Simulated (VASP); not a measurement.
Here is a VASP 6.6.1 calculation.

The input INCAR:

```
PREC = Accurate
ENCUT = 560
EDIFF = 1E-6
ISMEAR = 0
SIGMA = 0.1
LREAL = False
LASPH = True
NELM = 120
ALGO = Normal
ISIF = 2
LWAVE = False
LCHARG = True
GGA = PE
LELF = True
LVHAR = True
NBANDS = 70
GGA_COMPAT = False
```

File KPOINTS:

```
regular mesh
0
Gamma
  3 3 4
```

File POSCAR:

```
RbIr3
1.0
    7.8091577382      0.0000000000      0.0000000000
   -3.9045788691      6.7629289834      0.0000000000
    0.0000000000      0.0000000000      4.4477730517
Rb Ir
2 6
Direct
    0.3333333333      0.6666666667      0.2500000000
    0.6666666667      0.3333333333      0.7500000000
    0.8926509535      0.7853019070      0.2500000000
    0.1073490465      0.8926509535      0.7500000000
    0.2146980930      0.1073490465      0.2500000000
    0.1073490465      0.2146980930      0.7500000000
    0.8926509535      0.1073490465      0.2500000000
    0.7853019070      0.8926509535      0.7500000000
```

Potentials or basis: VASP PAW PBE potentials, release 64 (Rb_sv, Ir_sv_GW).

The run is started by

```sh
$ cat potpaw_PBE.64/Rb_sv/POTCAR potpaw_PBE.64/Ir_sv_GW/POTCAR > POTCAR
$ mpirun -np 1 vasp_std > vasp.out
```

Q: What does it give for the band gap on the k mesh?

A: Zero (bands 60 and 61 overlap by 0.54 eV).

Q: Estimate the largest force.

A: 0.006 eV/Å.

Forces in eV/Å, atoms in the order of the input:
```
Rb   0.000  0.000  0.000
Rb   0.000  0.000  0.000
Ir   0.000  0.006  0.000
Ir  -0.005  0.003  0.000
Ir  -0.005 -0.003  0.000
Ir   0.000 -0.006  0.000
Ir   0.005 -0.003  0.000
Ir   0.005  0.003  0.000
```

Caveat: spin-orbit coupling is left out, which moves the levels of the heavy elements.
